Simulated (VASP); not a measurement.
A run of VASP 6.6.1 is set up as follows.

The input INCAR:

```
PREC = Accurate
ENCUT = 520
EDIFF = 1E-7
ISMEAR = 0
SIGMA = 0.02
LREAL = False
LASPH = True
NELM = 60
ALGO = Normal
ISIF = 2
LWAVE = False
LCHARG = False
GGA = PE
NBANDS = 16
```

File KPOINTS:

```
regular mesh
0
Gamma
  10 10 10
```

Contents of POSCAR:

```
GaN
1.0
    0.0000000000      2.2350603703      2.2350603703
    2.2350603703      0.0000000000      2.2350603703
    2.2350603703      2.2350603703      0.0000000000
Ga N
1 1
Direct
    0.0000000000      0.0000000000      0.0000000000
    0.7500000000      0.7500000000      0.7500000000
```

Potentials or basis: VASP PAW PBE potentials, release 64 (Ga_d, N).

The run is started by

```sh
$ cat potpaw_PBE.64/Ga_d/POTCAR potpaw_PBE.64/N/POTCAR > POTCAR
$ mpirun -np 1 vasp_std > vasp.out
```

**Question.** Estimate the pressure.

**Answer.** 10.1 GPa.

**Question.** What does it give for the band gap on the k mesh?

**Answer.** 1.88 eV, direct.

PBE gaps usually lie below the measured ones, often by a third to a half.
